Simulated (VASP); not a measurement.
SnO: single point with PBEsol

SnO:

```xyz
12
Lattice="-3.3156 0.0000 0.0000 0.0000 -5.7050 0.0000 -0.2762 0.4752 11.6825" Properties=species:S:1:pos:R:3 pbc="T T T"
Sn    0.0000   -4.3712   10.3237
Sn    0.0000   -4.3712    2.5354
Sn    0.0000   -4.3712    6.4296
Sn   -1.6578   -1.3338    8.3766
Sn   -1.6578   -1.3338    0.5883
Sn   -1.6578   -1.3338    4.4825
O     0.0000   -0.6540   11.0934
O     0.0000   -0.6540    3.3051
O     0.0000   -0.6540    7.1992
O    -1.6578   -5.0510    9.1463
O    -1.6578   -5.0510    1.3580
O    -1.6578   -5.0510    5.2522
```

This cell differs from its parent crystal: the part above a cut slid along it.

```json
{
  "Program": "VASP 6.6.1",
  "Task": "single point",
  "Functional": "PBEsol",
  "Potentials or basis": "VASP PAW PBE potentials, release 64 (Sn_d, O)",
  "Cutoff": "520 eV",
  "k mesh": "8 × 5 × 3",
  "Occupations": "gaussian, width 0.05 eV",
  "Spin": "no spin polarisation",
  "Dipole correction": "no",
  "Further INCAR settings": "ALGO = Normal; EDIFF = 1e-06; NBANDS = 72"
}
```

| Quantity | Value |
| --- | --- |
| Pressure | 3.8 GPa |
| Largest force | 6.543 eV/Å |
| Band gap on the k mesh | 1.33 eV (least direct gap 1.40 eV) |

Forces in eV/Å, atoms in the order of the input:
```
Sn  -0.097  1.032 -0.657
Sn  -0.021  0.260  0.191
Sn   0.000  0.088 -0.026
Sn   0.000 -0.134 -0.121
Sn   3.970 -2.432  4.598
Sn  -0.001 -0.080 -0.126
O   -3.923  1.404 -3.503
O    0.050  0.001  0.136
O   -0.005 -0.028  0.013
O   -0.032 -0.091  0.005
O    0.050 -0.066 -0.546
O    0.007  0.046  0.037
```

Stress tensor (GPa, compression positive):
```
 5.07 -0.70  3.70
-0.70  2.04 -1.85
 3.70 -1.85  4.28
```

Levels at points of the mesh, in eV from the valence-band top:
| k point | band 56 | band 57 | band 58 | band 59 | band 60 | band 61 | band 62 | band 63 | band 64 | band 65 |
| --- | --- | --- | --- | --- | --- | --- | --- | --- | --- | --- |
| (0.00, 0.00, 0.00) | -1.65 | -1.45 | -1.19 | -0.86 | 0.00 | 2.43 | 2.55 | 2.95 | 3.07 | 3.21 |
| (0.50, 0.00, 0.00) | -1.27 | -1.23 | -1.19 | -1.07 | -0.63 | 2.20 | 2.41 | 2.52 | 2.57 | 2.87 |

Run time: 6.8 min on 4 MPI ranks on Intel(R) Xeon(R) Platinum 8259CL CPU @ 2.50GHz (Skylake/Cascade Lake) (shared host), peak memory 0.76 GiB a rank.

Caveat: the cell differs from its parent crystal (the part above a cut slid along it); the cell stands under pressure; the PAW data sets were made with another functional, which shifts forces and pressure a little; spin-orbit coupling is left out, which moves the levels of the heavy elements. A k mesh can miss the band edges.
